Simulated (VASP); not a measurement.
# Si (P6/mmm) in VASP: notebook

Runs on Si. Level: r2SCAN. Tasks: single point.

Program: VASP 6.6.1. These are calculated values, not measurements. Logs are shortened: lines on timing, memory, paths and dates and some standing lists are left out, and cuts for length are marked.

## (1) The cell of the first run

It takes space group P6/mmm (No. 191, hexagonal). The conventional cell has a = 2.621 Å, b = 2.621 Å, c = 2.405 Å, α = 90.00°, β = 90.00°, γ = 120.00°. Si (site symmetry 6/mmm) has 8 Si at 2.40 to 2.62 Å within 3.2 Å.

This isn't the form of Si at room conditions, which is diamond.

## (2) Single point, r2SCAN (strain +0.000 along x and y, -0.025 along z)

Input file POSCAR:

```
Si
1.0
    2.6205428149      0.0000000000      0.0000000000
   -1.3102714075      2.2694566494      0.0000000000
    0.0000000000      0.0000000000      2.4046955302
Si
1
Direct
    0.0000000000      0.0000000000      0.0000000000
```

Input file INCAR.step1:

```
PREC     = Accurate       # precision mode
ENCUT    = 520            # plane-wave cutoff, eV
ISMEAR   = 0              # smearing method
SIGMA    = 0.15           # smearing width, eV
LREAL    = F              # projectors in reciprocal space
LASPH    = T              # aspherical terms in the spheres
NELM     = 80             # most SCF steps
NBANDS   = 8              # bands
GGA      = PE             # functional
ALGO     = Normal         # electronic algorithm
EDIFF    = 1E-4           # SCF threshold, eV
LWAVE    = T              # write WAVECAR
LCHARG   = F              # write CHGCAR
```

Input file INCAR.step2:

```
PREC     = Accurate       # precision mode
ENCUT    = 520            # plane-wave cutoff, eV
EDIFF    = 1E-7           # SCF threshold, eV
ISMEAR   = 0              # smearing method
SIGMA    = 0.15           # smearing width, eV
LREAL    = F              # projectors in reciprocal space
LASPH    = T              # aspherical terms in the spheres
NELM     = 80             # most SCF steps
ALGO     = Normal         # electronic algorithm
ISIF     = 2              # what is computed and relaxed
LWAVE    = F              # write WAVECAR
LCHARG   = F              # write CHGCAR
METAGGA  = R2SCAN         # meta-GGA
LMIXTAU  = T            
NBANDS   = 8              # bands
ISTART   = 1
```

Input file KPOINTS:

```
regular mesh
0
Gamma
  24 24 20
```

Potentials or basis: VASP PAW PBE potentials, release 64 (Si).

On the command line:

```bash
$ cat potpaw_PBE.64/Si/POTCAR > POTCAR
$ cp INCAR.step1 INCAR
$ mpirun -np 1 vasp_std > vasp.out
$ cp INCAR.step2 INCAR
$ mpirun -np 1 vasp_std > vasp.out
```

OUTCAR:

```text
PREC = Accurate
   ENCUT = 520
   EDIFF = 1E-7
   ISMEAR = 0
   LREAL = F
   LASPH = T
   NELM = 80
   ISIF = 2
   METAGGA = R2SCAN
   ISTART = 1

 ion  position               nearest neighbor table
   1  0.000  0.000  0.000-

  LATTYP: Found a hexagonal cell.
 ALAT       =     2.6205428149
 C/A-ratio  =     0.9176326052

  Lattice vectors:

 A1 = (   2.6205428149,   0.0000000000,   0.0000000000)
 A2 = (  -1.3102714075,   2.2694566494,   0.0000000000)
 A3 = (   0.0000000000,   0.0000000000,   2.4046955302)

Analysis of symmetry for initial positions (statically):
=====================================================================
 Subroutine PRICEL returns:
 Original cell was already a primitive cell.

 Routine SETGRP: Setting up the symmetry group for a
 hexagonal supercell.

 Subroutine GETGRP returns: Found 24 space group operations
 (whereof 24 operations were pure point group operations)
 out of a pool of 24 trial point group operations.

The static configuration has the point symmetry D_6h.

Analysis of symmetry for dynamics (positions and initial velocities):
=====================================================================
 Subroutine PRICEL returns:
 Original cell was already a primitive cell.

 Routine SETGRP: Setting up the symmetry group for a
 hexagonal supercell.

 Subroutine GETGRP returns: Found 24 space group operations
 (whereof 24 operations were pure point group operations)
 out of a pool of 24 trial point group operations.

The dynamic configuration has the point symmetry D_6h.

 Subroutine INISYM returns: Found 24 space group operations
 (whereof 24 operations are pure point group operations),
 and found     1 'primitive' translations

----------------------------------------------------------------------------------------

                                     Primitive cell

  volume of cell :      14.3012

  direct lattice vectors                    reciprocal lattice vectors
     2.620542815  0.000000000  0.000000000     0.381600329  0.220317053  0.000000000
    -1.310271407  2.269456649  0.000000000     0.000000000  0.440634105  0.000000000
     0.000000000  0.000000000  2.404695530     0.000000000  0.000000000  0.415853062

  length of vectors
     2.620542815  2.620542815  2.404695530     0.440634105  0.440634105  0.415853062

  position of ions in fractional coordinates (direct lattice)
     0.000000000  0.000000000  0.000000000

  ion indices of the primitive-cell ions
   primitive index   ion index
                 1           1

----------------------------------------------------------------------------------------

 KPOINTS: regular mesh

Automatic generation of k-mesh.
 Grid dimensions read from file:
 generate k-points for:   24   24   20

 Generating k-lattice:

  Cartesian coordinates                     Fractional coordinates (reciprocal lattice)
     0.015900014  0.009179877  0.000000000     0.041666667  0.000000000  0.000000000
     0.000000000  0.018359754  0.000000000     0.000000000  0.041666667  0.000000000
     0.000000000  0.000000000  0.020792653     0.000000000  0.000000000  0.050000000

  Length of vectors
     0.018359754  0.018359754  0.020792653

  Shift w.r.t. Gamma in fractional coordinates (k-lattice)
     0.000000000  0.000000000  0.000000000

 Subroutine IBZKPT returns following result:
 ===========================================

 Found    671 irreducible k-points:

 Following reciprocal coordinates:
            Coordinates               Weight
  0.000000  0.000000  0.000000      1.000000
  0.041667 -0.000000  0.000000      6.000000
  0.083333  0.000000  0.000000      6.000000
  0.125000  0.000000  0.000000      6.000000
  0.166667 -0.000000  0.000000      6.000000
  0.208333 -0.000000  0.000000      6.000000
[... 16 lines left out ...]
  0.416667  0.041667  0.000000     12.000000
  0.458333  0.041667  0.000000     12.000000
 [... further k-points ...]
   k-points           NKPTS =    671   k-points in BZ     NKDIM =    671   number of bands    NBANDS=      8
[... 46 lines left out ...]
 fundamental gap:      0.0099803816
 Fermi energy:        10.0860475284

 k-point     1 :       0.0000    0.0000    0.0000
  band No.  band energies     occupation
      1      -5.1080      2.00000
      2      18.1675      0.00000
      3      19.5343      0.00000
      4      20.8808      0.00000
      5      20.8808      0.00000
      6      22.8832      0.00000
      7      22.8832      0.00000
      8      28.6165      0.00000

 k-point     2 :       0.0417   -0.0000    0.0000
  band No.  band energies     occupation
      1      -5.0565      2.00000
      2      17.9038      0.00000
      3      19.5777      0.00000
      4      20.4508      0.00000
      5      20.5436      0.00000
      6      22.9424      0.00000
      7      23.4026      0.00000
      8      29.1978      0.00000

 k-point     3 :       0.0833    0.0000    0.0000
  band No.  band energies     occupation
      1      -4.9018      2.00000
      2      17.0700      0.00000
      3      19.6728      0.00000
      4      19.7079      0.00000
      5      19.9087      0.00000
      6      23.0870      0.00000
      7      24.4487      0.00000
      8      30.6248      0.00000

 k-point     4 :       0.1250    0.0000    0.0000
  band No.  band energies     occupation
      1      -4.6444      2.00000
      2      15.7458      0.00000
      3      18.8829      0.00000
      4      19.3476      0.00000
      5      19.9245      0.00000
      6      23.3129      0.00000
      7      25.6838      0.00000
      8      32.2431      0.00000

 k-point     5 :       0.1667   -0.0000    0.0000
  band No.  band energies     occupation
      1      -4.2846      2.00000
      2      14.1703      0.00000
      3      18.1506      0.00000
      4      18.8666      0.00000
      5      20.2272      0.00000
      6      23.6368      0.00000
      7      27.0360      0.00000
      8      33.3297      0.00000
[... 177 lines left out ...]
 k-point    22 :       0.3750    0.0417    0.0000
  band No.  band energies     occupation
      1      -0.4830      2.00000
      2       5.5254      2.00000
      3      14.5558      0.00000
      4      18.0386      0.00000
      5      23.3735      0.00000
      6      27.2207      0.00000
      7      28.8823      0.00000
      8      33.2725      0.00000

 k-point    23 :       0.4167    0.0417    0.0000
  band No.  band energies     occupation
      1       0.5035      2.00000
      2       4.1773      2.00000
      3      14.3769      0.00000
      4      17.8914      0.00000
      5      24.1222      0.00000
      6      27.8375      0.00000
      7      28.0620      0.00000
      8      32.3156      0.00000

 k-point    24 :       0.4583    0.0417    0.0000
  band No.  band energies     occupation
      1       1.5175      2.00000
      2       2.9818      2.00000
      3      14.2873      0.00000
      4      17.8168      0.00000
      5      24.7372      0.00000
      6      27.0730      0.00000
      7      28.7245      0.00000
      8      31.5639      0.00000

 [... further k-points ...]

------------------------ aborting loop because EDIFF is reached ----------------------------------------

  FORCE on cell =-STRESS in cart. coord.  units (eV):
  Direction    XX          YY          ZZ          XY          YZ          ZX
  --------------------------------------------------------------------------------------
  -------------------------------------------------------------------------------------
  Total        0.2992584      0.2992584      0.9371422     -0.0000000      0.0000000      0.0000000
  in kB       33.5261509     33.5261509    104.9887679     -0.0000000      0.0000000      0.0000000
  external PRESSURE =      57.3470233 kB  Pullay stress =       0.0000000 kB

 VOLUME and BASIS-vectors are now :
 -----------------------------------------------------------------------------
  energy-cutoff  :      520.00
  volume of cell :       14.30
      direct lattice vectors                 reciprocal lattice vectors
     2.620542815  0.000000000  0.000000000     0.381600329  0.220317053  0.000000000
    -1.310271407  2.269456649  0.000000000     0.000000000  0.440634105  0.000000000
     0.000000000  0.000000000  2.404695530     0.000000000  0.000000000  0.415853062

 POSITION                                       TOTAL-FORCE (eV/Angst)
 -----------------------------------------------------------------------------------
      0.00000      0.00000      0.00000         0.000000      0.000000      0.000000
 -----------------------------------------------------------------------------------
    total drift:                               -0.000000     -0.000000      0.000000

  FREE ENERGIE OF THE ION-ELECTRON SYSTEM (eV)
  ---------------------------------------------------
  free  energy   TOTEN  =        -8.3138131869 eV

  energy  without entropy=       -8.3096770397  energy(sigma->0) =       -8.31174511
```

It took 3 min on 1 thread of Intel Xeon Platinum 8259CL at 2.50GHz (Skylake/Cascade Lake), shared host; peak memory 0.17 GiB.

Results:

```
Free energy            : -8.3138 eV
Pressure               : 5.7 GPa
Band gap on the k mesh : zero (bands 2 and 3 overlap by 13.17 eV)
```

Levels at points of the mesh, in eV from the Fermi level:
| k point | band 1 | band 2 | band 3 | band 4 | band 5 | band 6 | band 7 |
| --- | --- | --- | --- | --- | --- | --- | --- |
| (0.00, 0.00, 0.00) | -15.19 | 8.08 | 9.45 | 10.79 | 10.79 | 12.80 | 12.80 |
| (0.50, 0.00, 0.00) | -8.31 | -7.46 | 5.24 | 6.64 | 14.73 | 16.82 | 18.73 |
| (0.00, 0.00, 0.50) | -9.55 | -7.79 | 15.24 | 15.24 | 16.01 | 16.01 | 17.08 |
| (0.50, 0.00, 0.50) | -3.05 | -2.56 | -1.60 | 1.58 | 9.63 | 12.85 | 13.54 |

Caveat: the cell differs from its parent crystal (strain +0.000 along x and y, -0.025 along z); the stress differs along the axes, from 3 to 10 GPa; the PAW data sets were made with another functional, which shifts forces and pressure a little.

## (3) Single point, r2SCAN (strain -0.025 along x and y, +0.025 along z)

Input file POSCAR:

```
Si
1.0
    2.5550292445      0.0000000000      0.0000000000
   -1.2775146223      2.2127202332      0.0000000000
    0.0000000000      0.0000000000      2.5280132497
Si
1
Direct
    0.0000000000      0.0000000000      0.0000000000
```

Input file INCAR.step1:

```
SYSTEM = Si
ALGO = Normal
EDIFF = 1E-4
ENCUT = 520
GGA = PE
ISMEAR = 0
LASPH = .True.
LCHARG = .False.
LREAL = .False.
LWAVE = .True.
NBANDS = 8
NELM = 100
PREC = Accurate
SIGMA = 0.15
```

Input file INCAR.step2:

```
SYSTEM = Si
ALGO = Normal
EDIFF = 1E-6
ENCUT = 520
ISIF = 2
ISMEAR = 0
ISTART = 1
LASPH = .True.
LCHARG = .False.
LMIXTAU = .True.
LREAL = .False.
LWAVE = .False.
METAGGA = R2SCAN
NBANDS = 8
NELM = 100
PREC = Accurate
SIGMA = 0.15
```

Input file KPOINTS:

```
k-points
0
Gamma
  24 24 20
  0 0 0
```

Potentials or basis: VASP PAW PBE potentials, release 64 (Si).

On the command line:

```bash
$ cat potpaw_PBE.64/Si/POTCAR > POTCAR
$ cp INCAR.step1 INCAR
$ mpirun -np 1 vasp_std > vasp.out
$ cp INCAR.step2 INCAR
$ mpirun -np 1 vasp_std > vasp.out
```

Wall time 3.1 min (1 thread of Intel Xeon Platinum 8259CL at 2.50GHz (Skylake/Cascade Lake), shared host); peak memory 0.17 GiB.

It converged, with:

```yaml
Free_energy: -8.2986 eV
Pressure: 5.2 GPa
Band_gap_on_the_k_mesh: zero (bands 2 and 3 overlap by 11.94 eV)
```

Stress tensor (GPa, compression positive):
```
 9.67  0.00  0.00
 0.00  9.67  0.00
 0.00  0.00 -3.80
```

Levels at points of the mesh, in eV from the Fermi level:
```tsv
k point	band 1	band 2	band 3	band 4	band 5
(0.00, 0.00, 0.00)	-15.19	7.00	7.33	12.45	12.45
(0.50, 0.00, 0.00)	-7.67	-7.35	6.33	7.29	12.84
(0.00, 0.00, 0.50)	-10.56	-7.83	16.02	16.02	16.14
(0.50, 0.00, 0.50)	-3.80	-2.11	-1.98	1.64	9.85
```

Caveat: the cell differs from its parent crystal (strain -0.025 along x and y, +0.025 along z); the stress differs along the axes, from -4 to 10 GPa; the PAW data sets were made with another functional, which shifts forces and pressure a little.

## (4) Single point, r2SCAN (strain -0.025 along x and y, +0.050 along z)

POSCAR, as its differences from that of step 3:

```diff
@@ -4,3 +4,3 @@
    -1.2775146223      2.2127202332      0.0000000000
-    0.0000000000      0.0000000000      2.5280132497
+    0.0000000000      0.0000000000      2.5896721095
 Si
```

Input file INCAR.step1:

```
SYSTEM = Si
PREC = Accurate
ENCUT = 520
ISMEAR = 0
SIGMA = 0.15
LREAL = .FALSE.
LASPH = .TRUE.
NELM = 80
NBANDS = 8
GGA = PE
ALGO = Normal
EDIFF = 1E-4
LWAVE = .TRUE.
LCHARG = .FALSE.
```

Input file INCAR.step2:

```
SYSTEM = Si
PREC = Accurate
ENCUT = 520
EDIFF = 1E-7
ISMEAR = 0
SIGMA = 0.15
LREAL = .FALSE.
LASPH = .TRUE.
NELM = 80
ALGO = Normal
ISIF = 2
LWAVE = .FALSE.
LCHARG = .FALSE.
METAGGA = R2SCAN
LMIXTAU = .TRUE.
NBANDS = 8
ISTART = 1
```

Input file KPOINTS:

```
regular mesh
0
G
  24 24 20
  0 0 0
```

On the command line:

```bash
$ cat potpaw_PBE.64/Si/POTCAR > POTCAR
$ cp INCAR.step1 INCAR
$ mpirun -np 1 vasp_std > vasp.out
$ cp INCAR.step2 INCAR
$ mpirun -np 1 vasp_std > vasp.out
```

Run time: 3.2 min. Hardware: 1 thread of Intel Xeon Platinum 8259CL at 2.50GHz (Skylake/Cascade Lake), shared host; peak memory 0.17 GiB.

Results (log left out):

| Property | Result |
| --- | --- |
| Free energy | -8.2839 eV |
| Pressure | 2.3 GPa |
| Band gap on the k mesh | zero (bands 2 and 3 overlap by 11.15 eV) |

Stress tensor (GPa, compression positive):
```
 8.27  0.00  0.00
 0.00  8.27  0.00
 0.00  0.00 -9.53
```

Levels at points of the mesh, in eV from the Fermi level:
```tsv
k point	band 1	band 2	band 3	band 4	band 5	band 6	band 7
(0.00, 0.00, 0.00)	-14.97	6.14	7.01	12.66	12.66	13.86	13.86
(0.50, 0.00, 0.00)	-7.42	-7.16	6.53	7.46	11.99	14.02	18.02
(0.00, 0.00, 0.50)	-10.75	-7.66	15.85	15.85	16.03	16.03	18.91
(0.50, 0.00, 0.50)	-3.95	-2.34	-1.74	1.78	9.69	13.23	14.16
```

Caveat: the cell differs from its parent crystal (strain -0.025 along x and y, +0.050 along z); the stress differs along the axes, from -10 to 8 GPa; the PAW data sets were made with another functional, which shifts forces and pressure a little.

## (5) Single point, r2SCAN (strain +0.025 along x and y, -0.050 along z)

Input file POSCAR:

```
Si
1.0
    2.6860563853      0.0000000000      0.0000000000
   -1.3430281927      2.3261930656      0.0000000000
    0.0000000000      0.0000000000      2.3430366705
Si
1
Direct
    0.0000000000      0.0000000000      0.0000000000
```

Input file INCAR.step1:

```
ALGO = Normal
EDIFF = 1E-4
ENCUT = 520
GGA = PE
ISMEAR = 0
LASPH = True
LCHARG = False
LREAL = False
LWAVE = True
NBANDS = 8
NELM = 60
PREC = Accurate
SIGMA = 0.15
```

Input file INCAR.step2:

```
ALGO = Normal
EDIFF = 1E-6
ENCUT = 520
ISIF = 2
ISMEAR = 0
ISTART = 1
LASPH = True
LCHARG = True
LELF = True
LMIXTAU = True
LREAL = False
LVHAR = True
LWAVE = False
METAGGA = R2SCAN
NBANDS = 8
NELM = 60
PREC = Accurate
SIGMA = 0.15
```

Input file KPOINTS:

```
k-points
0
Gamma
  24 24 20
```

On the command line:

```bash
$ cat potpaw_PBE.64/Si/POTCAR > POTCAR
$ cp INCAR.step1 INCAR
$ mpirun -np 1 vasp_std > vasp.out
$ cp INCAR.step2 INCAR
$ mpirun -np 1 vasp_std > vasp.out
```

Run time: 2.9 min. Hardware: 1 thread of Intel Xeon Platinum 8259CL at 2.50GHz (Skylake/Cascade Lake), shared host; peak memory 0.17 GiB.

The run converged. Its results:

```
Free energy            : -8.2850 eV
Pressure               : 4.5 GPa
Band gap on the k mesh : zero (bands 2 and 3 overlap by 13.45 eV)
```

Stress tensor (GPa, compression positive):
```
-1.73  0.00  0.00
 0.00 -1.73  0.00
 0.00  0.00 16.98
```

Levels at points of the mesh, in eV from the Fermi level:
```tsv
k point	band 1	band 2	band 3	band 4	band 5	band 6
(0.00, 0.00, 0.00)	-14.97	8.36	9.51	9.51	11.07	12.14
(0.50, 0.00, 0.00)	-8.65	-7.35	4.45	6.19	15.84	18.22
(0.00, 0.00, 0.50)	-8.73	-7.54	14.45	14.45	15.87	15.87
(0.50, 0.00, 0.50)	-2.86	-2.42	-1.27	1.73	9.35	12.14
```

Caveat: the cell differs from its parent crystal (strain +0.025 along x and y, -0.050 along z); the stress differs along the axes, from -2 to 17 GPa; the PAW data sets were made with another functional, which shifts forces and pressure a little.

## (6) Single point, r2SCAN (strain +0.050 along x and y, -0.050 along z)

Input file POSCAR:

```
Si
1.0
    2.7515699556      0.0000000000      0.0000000000
   -1.3757849778      2.3829294819      0.0000000000
    0.0000000000      0.0000000000      2.3430366705
Si
1
Direct
    0.0000000000      0.0000000000      0.0000000000
```

INCAR.step1, as its differences from that of step 5:

```diff
@@ -10,3 +10,3 @@
 NBANDS = 8
-NELM = 60
+NELM = 80
 PREC = Accurate
```

Input file INCAR.step2:

```
ALGO = Normal
EDIFF = 1E-7
ENCUT = 520
ISIF = 2
ISMEAR = 0
ISTART = 1
LASPH = True
LCHARG = False
LMIXTAU = True
LREAL = False
LWAVE = False
METAGGA = R2SCAN
NBANDS = 8
NELM = 80
PREC = Accurate
SIGMA = 0.15
```

KPOINTS is that of step 5.

Potentials or basis: VASP PAW PBE potentials, release 64 (Si).

On the command line:

```bash
$ cat potpaw_PBE.64/Si/POTCAR > POTCAR
$ cp INCAR.step1 INCAR
$ mpirun -np 1 vasp_std > vasp.out
$ cp INCAR.step2 INCAR
$ mpirun -np 1 vasp_std > vasp.out
```

Wall time 3.1 min (1 thread of Intel Xeon Platinum 8259CL at 2.50GHz (Skylake/Cascade Lake), shared host); peak memory 0.18 GiB.

Results (log left out):

```yaml
Free_energy: -8.2628 eV
Pressure: -0.1 GPa
Band_gap_on_the_k_mesh: zero (bands 2 and 3 overlap by 13.24 eV)
```

Stress tensor (GPa, compression positive):
```
-7.98  0.00  0.00
 0.00 -7.98  0.00
 0.00  0.00 15.65
```

Levels at points of the mesh, in eV from the Fermi level:
```csv
k point,band 1,band 2,band 3,band 4,band 5,band 6,band 7
"(0.00, 0.00, 0.00)",-14.50,8.38,8.60,8.60,11.52,11.75,11.75
"(0.50, 0.00, 0.00)",-8.68,-7.02,3.98,6.01,15.81,18.17,18.64
"(0.00, 0.00, 0.50)",-8.20,-7.15,13.54,13.54,15.27,15.27,15.61
"(0.50, 0.00, 0.50)",-2.90,-2.02,-1.25,2.01,8.92,11.73,12.99
```

Caveat: the cell differs from its parent crystal (strain +0.050 along x and y, -0.050 along z); the stress differs along the axes, from -8 to 16 GPa; the PAW data sets were made with another functional, which shifts forces and pressure a little.

## (7) Summary

```tsv
cell	gap on the mesh (eV)	pressure (GPa)
a = 2.621, b = 2.621, c = 2.405 Å, angles 90.0, 90.0, 120.0°, 1 atom	none	5.7
a = 2.555, b = 2.555, c = 2.528 Å, angles 90.0, 90.0, 120.0°, 1 atom	none	5.2
a = 2.555, b = 2.555, c = 2.590 Å, angles 90.0, 90.0, 120.0°, 1 atom	none	2.3
a = 2.686, b = 2.686, c = 2.343 Å, angles 90.0, 90.0, 120.0°, 1 atom	none	4.5
a = 2.752, b = 2.752, c = 2.343 Å, angles 90.0, 90.0, 120.0°, 1 atom	none	-0.1
```

Alike in all rows: task single point; level r2SCAN; potentials or basis VASP PAW PBE potentials, release 64 (Si); no spin polarisation; k mesh 24 × 24 × 20; cutoff (eV) 520; smearing gaussian 0.15 eV.

Caveats: the PAW data sets were made with another functional, which shifts forces and pressure a little; the stress differs along the axes, from 3 to 10 GPa (at least some runs); the stress differs along the axes, from -4 to 10 GPa (at least some runs); the stress differs along the axes, from -10 to 8 GPa (at least some runs); the stress differs along the axes, from -2 to 17 GPa (at least some runs); the stress differs along the axes, from -8 to 16 GPa (at least some runs).

Total energies depend on the potentials used, so only differences within one code and one set of settings carry meaning.

The gap in the log of VASP goes by the Fermi energy; the results here count the filled bands.